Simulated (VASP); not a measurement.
C, 4 atoms in the cell. Symmetry: P2_1/m, No. 11, monoclinic system. The conventional cell has a = 2.153 Å, b = 6.741 Å, c = 2.493 Å, α = 90.00°, β = 106.54°, γ = 90.00°. Within 1.7 Å of C (site symmetry m) lie 3 C at 1.24 to 1.61 Å. Within 1.7 Å of C (site symmetry m) lie 3 C at 1.24 to 1.61 Å.  This cell differs from its parent crystal: engineering shear strain xy -0.3000, normal strain along z +0.0000.

| Property | Result |
| --- | --- |
| Program | VASP 6.6.1 |
| Task | single point |
| Functional | PBE |
| Dispersion | D3(BJ) |
| Potentials or basis | VASP PAW PBE potentials, release 64 (C) |
| Cutoff | 520 eV |
| k mesh | 18 × 18 × 6 |
| Occupations | gaussian, width 0.15 eV |
| Spin | no spin polarisation |
| Dipole correction | no |
| Further INCAR settings | ALGO = Normal; EDIFF = 1e-06; NBANDS = 16 |

Potentials or basis: VASP PAW PBE potentials, release 64 (C).

Launch:

```bash
$ cat potpaw_PBE.64/C/POTCAR > POTCAR
$ mpirun -np 1 vasp_std > vasp.out
```

Hardware: 1 thread of AMD EPYC 9R45 96-Core Processor (Zen 5) (shared host).

Task: How long does it take, and how much memory?

Result: It took 4.2 min on 1 thread of AMD EPYC 9R45 96-Core Processor (Zen 5), with other jobs on the host, peak memory 0.35 GiB. Counts: scf iterations 14, k points 656.
